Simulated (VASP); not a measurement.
# RuS2 (P6_3/mmc) in VASP: further runs, part 3 of 3

VASP 6.6.1. Earlier steps stand in the parts before.

## Step 6: Relaxation of cell and atoms, PBE

This run uses another cell than the first one, of 14.43 Å³/atom.

Contents of INCAR:

```
PREC     = Accurate       # precision mode
ENCUT    = 600            # plane-wave cutoff, eV
EDIFF    = 1E-7           # SCF threshold, eV
ISMEAR   = 0              # smearing method
SIGMA    = 0.1            # smearing width, eV
LREAL    = False          # projectors in reciprocal space
LASPH    = True           # aspherical terms in the spheres
NELM     = 80             # most SCF steps
ALGO     = Normal         # electronic algorithm
ISIF     = 3              # what is computed and relaxed
LWAVE    = False          # write WAVECAR
LCHARG   = False          # write CHGCAR
GGA      = PE             # functional
IBRION   = 2              # ionic algorithm
NSW      = 90             # ionic steps
EDIFFG   = -0.04          # ionic threshold
```

Contents of KPOINTS:

```
Automatic mesh
0
Gamma
  6 6 2
```

Contents of POSCAR:

```
RuS2
1.0
    2.9513420686      0.0000000000      0.0000000000
   -1.4756710343      2.5559372066      0.0000000000
    0.0000000000      0.0000000000     11.4795103915
Ru S
2 4
Direct
    0.3333333333      0.6666666667      0.2500000000
    0.6666666667      0.3333333333      0.7500000000
    0.3333333333      0.6666666667      0.6275000000
    0.6666666667      0.3333333333      0.1275000000
    0.3333333333      0.6666666667      0.8725000000
    0.6666666667      0.3333333333      0.3725000000
```

Potentials or basis: VASP PAW PBE potentials, release 64 (Ru_pv, S).

Started as:

```bash
> cat potpaw_PBE.64/Ru_pv/POTCAR potpaw_PBE.64/S/POTCAR > POTCAR
> mpirun -np 1 vasp_std > vasp.out
```

OUTCAR:

```text
PREC = Accurate
   ENCUT = 600
   EDIFF = 1E-7
   ISMEAR = 0
   LREAL = False
   LASPH = True
   NELM = 80
   ISIF = 3
   GGA = PE
   IBRION = 2
   NSW = 90
   EDIFFG = -0.04

 ion  position               nearest neighbor table
   1  0.333  0.667  0.250-   4 2.21   6 2.21   4 2.21   6 2.21   4 2.21   6 2.21
   2  0.667  0.333  0.750-   3 2.21   5 2.21   3 2.21   5 2.21   3 2.21   5 2.21
   3  0.333  0.667  0.627-   2 2.21   2 2.21   2 2.21
   4  0.667  0.333  0.127-   1 2.21   1 2.21   1 2.21
   5  0.333  0.667  0.873-   2 2.21   2 2.21   2 2.21
   6  0.667  0.333  0.373-   1 2.21   1 2.21   1 2.21

  LATTYP: Found a hexagonal cell.
 ALAT       =     2.9513420686
 C/A-ratio  =     3.8895899305

  Lattice vectors:

 A1 = (   2.9513420686,   0.0000000000,   0.0000000000)
 A2 = (  -1.4756710343,   2.5559372066,   0.0000000000)
 A3 = (   0.0000000000,   0.0000000000,  11.4795103915)

Analysis of symmetry for initial positions (statically):
=====================================================================
 Subroutine PRICEL returns:
 Original cell was already a primitive cell.

 Routine SETGRP: Setting up the symmetry group for a
 hexagonal supercell.

 Subroutine GETGRP returns: Found 24 space group operations
 (whereof 12 operations were pure point group operations)
 out of a pool of 24 trial point group operations.

The static configuration has the point symmetry D_3d.
 The point group associated with its full space group is D_6h.

Analysis of symmetry for dynamics (positions and initial velocities):
=====================================================================
 Subroutine PRICEL returns:
 Original cell was already a primitive cell.

 Routine SETGRP: Setting up the symmetry group for a
 hexagonal supercell.

 Subroutine GETGRP returns: Found 24 space group operations
 (whereof 12 operations were pure point group operations)
 out of a pool of 24 trial point group operations.

The dynamic configuration has the point symmetry D_3d.
 The point group associated with its full space group is D_6h.

 Subroutine INISYM returns: Found 24 space group operations
 (whereof 12 operations are pure point group operations),
 and found     1 'primitive' translations

----------------------------------------------------------------------------------------

                                     Primitive cell

  volume of cell :      86.5951

  direct lattice vectors                    reciprocal lattice vectors
     2.951342069  0.000000000  0.000000000     0.338828905  0.195622959  0.000000000
    -1.475671034  2.555937207  0.000000000     0.000000000  0.391245918  0.000000000
     0.000000000  0.000000000 11.479510391     0.000000000  0.000000000  0.087111729

  length of vectors
     2.951342069  2.951342069 11.479510391     0.391245918  0.391245918  0.087111729

  position of ions in fractional coordinates (direct lattice)
     0.333333333  0.666666667  0.250000000
     0.666666667  0.333333333  0.750000000
     0.333333333  0.666666667  0.627500000
     0.666666667  0.333333333  0.127500000
     0.333333333  0.666666667  0.872500000
     0.666666667  0.333333333  0.372500000

  ion indices of the primitive-cell ions
   primitive index   ion index
                 1           1
                 2           2
                 3           3
                 4           4
                 5           5
                 6           6

----------------------------------------------------------------------------------------

 KPOINTS: Automatic mesh

Automatic generation of k-mesh.
 Grid dimensions read from file:
 generate k-points for:    6    6    2

 Generating k-lattice:

  Cartesian coordinates                     Fractional coordinates (reciprocal lattice)
     0.056471484  0.032603827  0.000000000     0.166666667  0.000000000  0.000000000
     0.000000000  0.065207653  0.000000000     0.000000000  0.166666667  0.000000000
     0.000000000  0.000000000  0.043555865     0.000000000  0.000000000  0.500000000

  Length of vectors
     0.065207653  0.065207653  0.043555865

  Shift w.r.t. Gamma in fractional coordinates (k-lattice)
     0.000000000  0.000000000  0.000000000

 Subroutine IBZKPT returns following result:
 ===========================================

 Found     14 irreducible k-points:

 Following reciprocal coordinates:
            Coordinates               Weight
  0.000000  0.000000  0.000000      1.000000
  0.166667  0.000000  0.000000      6.000000
  0.333333  0.000000  0.000000      6.000000
  0.500000  0.000000  0.000000      3.000000
  0.166667  0.166667  0.000000      6.000000
  0.333333  0.166667  0.000000     12.000000
  0.333333  0.333333  0.000000      2.000000
  0.000000  0.000000  0.500000      1.000000
  0.166667  0.000000  0.500000      6.000000
  0.333333  0.000000  0.500000      6.000000
  0.500000  0.000000  0.500000      3.000000
  0.166667  0.166667  0.500000      6.000000
  0.333333  0.166667  0.500000     12.000000
  0.333333  0.333333  0.500000      2.000000
   k-points           NKPTS =     14   k-points in BZ     NKDIM =     14   number of bands    NBANDS=     31
   number of dos      NEDOS =    301   number of ions     NIONS =      6
   total plane-waves  NPLWV =  55296
   dimension x,y,z NGX =    24 NGY =   24 NGZ =   96
   dimension x,y,z NGXF=    48 NGYF=   48 NGZF=  192
   ions per type =               2   4
   NGX,Y,Z   is equivalent  to a cutoff of  13.52, 13.52, 13.90 a.u.
   NGXF,Y,Z  is equivalent  to a cutoff of  27.04, 27.04, 27.81 a.u.
 SYSTEM =  unknown system
   PREC   = accura    normal or accurate (medium, high low for compatibility)
   ISTART =      0    job   : 0-new  1-cont  2-samecut
   ICHARG =      2    charge: 1-file 2-atom 10-const
   ISPIN  =      1    spin polarized calculation?
   LNONCOLLINEAR =      F non collinear calculations
   LSORBIT =      F    spin-orbit coupling
   LASPH  =      T    aspherical Exc in radial PAW
   ENCUT  =  600.0 eV  44.10 Ry    6.64 a.u.   5.89  5.89 22.93*2*pi/ulx,y,z
   NELM   =     80;   NELMIN=  2; NELMDL= -5     # of ELM steps
   EDIFF  = 0.1E-06   stopping-criterion for ELM
   LREAL  =      F    real-space projection
   EDIFFG = -.4E-01   stopping-criterion for IOM
   NSW    =     90    number of steps for IOM
   IBRION =      2    ionic relax: 0-MD 1-quasi-New 2-CG
   NFREE  =      1    steps in history (QN), initial steepest desc. (CG)
   ISIF   =      3    stress and relaxation
   ISYM   =      2    0-nonsym 1-usesym 2-fastsym
   POTIM  = 0.5000    time-step for ionic-motion
   TEBEG  =    0.0;   TEEND  =   0.0 temperature during run
   PSTRESS=    0.0 pullay stress
   NELECT =      52.0000    total number of electrons
   NUPDOWN=      -1.0000    fix difference up-down
   EMIN   =  10.00;   EMAX   =-10.00  energy-range for DOS
   EFERMI =   0.00;   METHOD = LEGACY
   ISMEAR =     0;   SIGMA  =   0.10  broadening in eV -4-tet -1-fermi 0-gaus
   EFERMI_NEDOS =   21; number of points for ismear=-14 and -15
   IALGO  =     38    algorithm
   IMIX   =      4    mixing-type and parameters
     AMIX     =   0.40;   BMIX     =  1.00
     AMIX_MAG =   1.60;   BMIX_MAG =  1.00
  volume/ion in A,a.u.               =      14.43        97.40
  Fermi-wavevector in a.u.,A,eV,Ry     =   1.381163  2.610019 25.954624  1.907611
  Thomas-Fermi vector in A             =   2.505973
   LORBIT       =      0    0 simple, 1 ext, 2 COOP (PROOUT), +10 PAW based schemes
   GGA     = PE    functional components
   LHFCALC =     F    Hartree Fock is set to
   AEXX    =    0.0000 exact exchange contribution
   IVDW    =     0    specifies the selected vdW correction
   LEPSILON=     F    determine dielectric tensor
   LRPA    =     F    only Hartree local field effects (RPA)
 conjugate gradient relaxation of ions
 non-spin polarized calculation
 Gauss-broadening in eV      SIGMA  =   0.10
  energy-cutoff  :      600.00
  volume of cell :       86.60
 maximum number of plane-waves:      2908
 NGX is ok and might be reduce to    24
   NGX = 11   NGY = 11   NGZ = 45

--------------------------------------- Ionic step        1  -------------------------------------------

 number of electron      51.9999994 magnetization

 Free energy of the ion-electron system (eV)
  ---------------------------------------------------
  ext. energy  EPLUGINS =         0.00000000
  ---------------------------------------------------
  free energy    TOTEN  =       -32.25703098 eV

  energy without entropy =      -32.21506852  energy(sigma->0) =      -32.23604975

 E-fermi :  10.7222     XC(G=0): -11.8303

 val. band max:       10.7183667201   @ k =   0.1667   0.1667   0.0000
 cond. band min:      10.7441479614   @ k =   0.3333   0.3333   0.0000
 fundamental gap:      0.0257812413
 Fermi energy:        10.7221886258
[... 1070 lines left out ...]
  FREE ENERGIE OF THE ION-ELECTRON SYSTEM (eV)
  ---------------------------------------------------
  free  energy   TOTEN  =       -35.1485750685 eV

  energy  without entropy=      -35.0950774726  energy(sigma->0) =      -35.12182627

[... ionic steps 4 to 14 ...]

--------------------------------------- Ionic step       15  -------------------------------------------

 number of electron      52.0000000 magnetization

------------------------ aborting loop because EDIFF is reached ----------------------------------------
[... 75 lines left out ...]
--------------------------------------- Ionic step       17  -------------------------------------------

 number of electron      51.9999993 magnetization

 Free energy of the ion-electron system (eV)
  ---------------------------------------------------
  ext. energy  EPLUGINS =         0.00000000
  ---------------------------------------------------
  free energy    TOTEN  =       -35.70102090 eV

  energy without entropy =      -35.65533756  energy(sigma->0) =      -35.67817923

 E-fermi :   6.6745     XC(G=0): -10.3630

 val. band max:        6.6703851298   @ k =   0.1667   0.1667   0.0000
 cond. band min:       6.6885325007   @ k =   0.1667   0.1667   0.0000
 fundamental gap:      0.0181473709
 Fermi energy:         6.6744522061
[... 507 lines left out ...]
  FREE ENERGIE OF THE ION-ELECTRON SYSTEM (eV)
  ---------------------------------------------------
  free  energy   TOTEN  =       -35.7010209038 eV

  energy  without entropy=      -35.6553375557  energy(sigma->0) =      -35.67817923

 reached required accuracy - stopping structural energy minimisation
```

Wall time 8.4 min (1 thread of AMD EPYC 7R13 (Zen 3), shared host); peak memory 0.22 GiB.

Results:

- Free energy: -35.7010 eV
- Relaxed volume: 18.98 Å³/atom
- Relaxed cell: a = 3.320 Å, b = 3.320 Å, c = 11.930 Å, α = 90.00°, β = 90.00°, γ = 120.00°
- Space group after relaxing (to 0.1 Å): P6_3/mmc (No. 194)
- Pressure after relaxing: -0.1 GPa
- Largest force after relaxing: 0.016 eV/Å
- Band gap on the k mesh: zero (bands 26 and 27 overlap by 1.34 eV)

Forces on the atoms (eV/Å):
```
Ru   0.000  0.000  0.000
Ru   0.000  0.000  0.000
S    0.000  0.000  0.016
S    0.000  0.000  0.016
S    0.000  0.000 -0.016
S    0.000  0.000 -0.016
```

Final structure:
```
Ru S
1.0
     3.31975    0.00000    0.00000
    -1.65988    2.87499    0.00000
     0.00000    0.00000   11.92953
Ru S
2 4
Direct
  0.33333 0.66667 0.25000
  0.66667 0.33333 0.75000
  0.33333 0.66667 0.63160
  0.66667 0.33333 0.13160
  0.33333 0.66667 0.86840
  0.66667 0.33333 0.36840
```

Caveat: the k points lie up to 0.36 Å⁻¹ apart in the final cell, too coarse for converged energies and pressures of a metal; the volume moved by over 15 % at a fixed basis, so the end points are rough; this functional lacks dispersion, which binds the layers, so the pressure and a relaxed spacing across them are unreliable.

## Step 7: The runs side by side

| task | spin | cell | k mesh | cutoff (eV) | gap on the mesh (eV) | pressure (GPa) | relaxed volume (Å³/atom) | largest force (eV/Å) |
| --- | --- | --- | --- | --- | --- | --- | --- | --- |
| single point | off | a = 3.327, b = 3.327, c = 12.199 Å, angles 90.0, 90.0, 120.0°, 6 atoms, atomic positions A | 12 × 12 × 4 | 520 | none | -0.2 | - | 0.03 |
| single point | collinear, ferromagnetic start | a = 2.951, b = 2.951, c = 11.480 Å, angles 90.0, 90.0, 120.0°, 6 atoms, atomic positions B | 6 × 6 × 2 | 520 | none | 53.5 | - | 4.26 |
| relaxation of cell and atoms | off | relaxed from a = 3.319, b = 3.319, c = 11.916 Å, angles 90.0, 90.0, 120.0°, 6 atoms, atomic positions C | 12 × 12 × 4 | 600 | none | 0.0 | 19.37 | - |
| single point | off | a = 3.319, b = 3.319, c = 11.916 Å, angles 90.0, 90.0, 120.0°, 6 atoms, atomic positions C | 6 × 6 × 2 | 520 | none | -0.1 | - | 0.04 |
| relaxation of cell and atoms | off | relaxed from a = 2.951, b = 2.951, c = 11.480 Å, angles 90.0, 90.0, 120.0°, 6 atoms, atomic positions B | 6 × 6 × 2 | 600 | none | -0.1 | 18.98 | 0.02 |

Alike in all rows: level PBE; potentials or basis VASP PAW PBE potentials, release 64 (Ru_pv, S); smearing gaussian 0.1 eV.

Caveats: some runs use coarse meshes; this functional lacks dispersion, which binds the layers, so the pressure and a relaxed spacing across them are unreliable; forces of over 1 eV/Å act on the atoms, so gaps and moduli don't describe the material at rest (at least some runs); the volume moved by over 15 % at a fixed basis, so the end points are rough (at least some runs).

Total energies depend on the potentials used, so only differences within one code and one set of settings carry meaning.
